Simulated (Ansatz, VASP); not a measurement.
Two plane-wave programs on NbAl2B3

```
Al Nb B
1.0
     2.45261   -4.50144    0.00000
     2.45261    4.50144    0.00000
     0.00000    0.00000    2.95373
Al Nb B
2 1 3
Direct
  0.00000 0.50000 0.50000
  0.50000 0.00000 0.50000
  0.50000 0.50000 0.00000
  0.09932 0.90068 0.00000
  0.90068 0.09932 0.00000
  0.00000 0.00000 0.50000
```

Change from the starting cell: species swapped into the CeGa2Cu3 type (Cmmm, No. 65).

Alike in both runs: task single point; functional PBE; k mesh 4 × 4 × 6; occupations gaussian, width 0.1 eV; collinear spin.

|  | VASP | Ansatz |
| --- | --- | --- |
| version | VASP 6.6.1 | Ansatz 0.2.0 |
| potentials or method | VASP PAW PBE potentials, release 64 (Al, Nb_sv, B), cutoff 520 eV | scalar-relativistic, plane waves, PAW |
| valence electrons in the cell | 28 | 28 |

```csv
,VASP,Ansatz,Ansatz less VASP
gap on the k mesh at the Fermi level (eV),none,none,-
pressure (GPa),-0.1,0.0,+0.11
"traceless stress, the component that is largest in VASP (GPa)",-0.31,-0.33,-0.012
net moment per atom (μB),0.00,0.00,0.000
```

A gap of «none» marks a metal or a gap that the smearing closes. The functional is the same, so the differences come from potentials, cutoffs and numerics. Ansatz's warnings: seeded moment not kept.

The k mesh is coarse, so the values compare programs but aren't converged.
